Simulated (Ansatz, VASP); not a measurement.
**One calculation of C, two programs**

Contents of INCAR:

```
SYSTEM = C
PREC = Accurate
ENCUT = 520
EDIFF = 1E-7
ISMEAR = 0
SIGMA = 0.15
LREAL = .FALSE.
LASPH = .TRUE.
NELM = 60
ALGO = Normal
ISIF = 2
LWAVE = .FALSE.
LCHARG = .FALSE.
GGA = PE
NBANDS = 16
```

Contents of KPOINTS:

```
Automatic mesh
0
G
  18 18 6
  0 0 0
```

File POSCAR:

```
C
1.0
    2.4665231295      0.0000000000      0.0000000000
   -1.2332615647      2.1360716891      0.0000000000
    0.0000000000      0.0000000000      8.5653080463
C
4
Direct
   -0.0576914494      0.0000000000      0.0025000000
    0.0576914494      0.0000000000      0.5025000000
    0.2756407870      0.6666666667      0.0025000000
    0.7243592130      0.3333333333      0.5025000000
```

Input for Ansatz:

```yaml
crystal:
  lattice:
    - [2.4665231295, 0.0, 0.0]
    - [-1.2332615647, 2.1360716891, 0.0]
    - [0.0, 0.0, 8.5653080463]
  atoms:
    - { symbol: C, position: [-0.0576914494, 0.0, 0.0025] }
    - { symbol: C, position: [0.0576914494, 0.0, 0.5025] }
    - { symbol: C, position: [0.275640787, 0.6666666667, 0.0025] }
    - { symbol: C, position: [0.724359213, 0.3333333333, 0.5025] }
basis:
  ecutwfc: 520.0
kpoints:
  mp_grid: { grid: [18, 18, 6] }
hamiltonian:
  xc: pbe
  pseudopotentials: { kind: paw, azcp: { folder: soft_1 } }
scf:
  occupations: { method: gaussian, width: 0.15 }
output:
  forces: true
  stress: true
  eigenvalues: true
```

Change from the starting cell: mode 4 frozen in at -0.142 Å, normal strain along x +0.0000.

Alike in both runs: task single point; functional PBE; k mesh 18 × 18 × 6; occupations gaussian, width 0.15 eV; no spin polarisation.

|  | VASP | Ansatz |
| --- | --- | --- |
| version | VASP 6.6.1 | Ansatz 0.2.0 |
| potentials or method | VASP PAW PBE potentials, release 64 (C), cutoff 520 eV | scalar-relativistic, plane waves, PAW |
| valence electrons in the cell | 16 | 16 |

Ansatz gave:

```
gap on the k mesh at the Fermi level (eV)                     : none
least direct gap on the mesh (eV)                             : 0.00
pressure (GPa)                                                : 0.0
traceless stress, the component that is largest in VASP (GPa) : 0.03
```

Problem. Estimate VASP's values.

Solution. gap on the k mesh at the Fermi level (eV): none; least direct gap on the mesh (eV): 0.00; pressure (GPa): 0.4; traceless stress, the component that is largest in VASP (GPa): -0.39.

A gap of «none» marks a metal or a gap that the smearing closes.

A gap of «none» marks a metal or a gap under the smearing width.
